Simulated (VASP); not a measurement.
A run of VASP 6.6.1 is set up as follows.

The input INCAR:

```
PREC = Accurate
ENCUT = 520
EDIFF = 1E-6
ISMEAR = -1
SIGMA = 0.08
LREAL = False
LASPH = True
NELM = 80
ALGO = Normal
ISIF = 2
LWAVE = False
LCHARG = False
GGA = PE
NBANDS = 8
```

File KPOINTS:

```
Automatic mesh
0
Gamma
  16 16 15
```

POSCAR

```
Al
1.0
    2.6702553400      0.0000000000      0.0000000000
   -1.3351276700      2.3125089590      0.0000000000
    0.0000000000      0.0000000000      2.6757506427
Al
1
Direct
    0.0000000000      0.0000000000      0.0000000000
```

Potentials or basis: VASP PAW PBE potentials, release 64 (Al).

Launch:

```bash
$ cat potpaw_PBE.64/Al/POTCAR > POTCAR
$ mpirun -np 1 vasp_std > vasp.out
```

Q: Estimate the pressure.

A: 10.8 GPa.
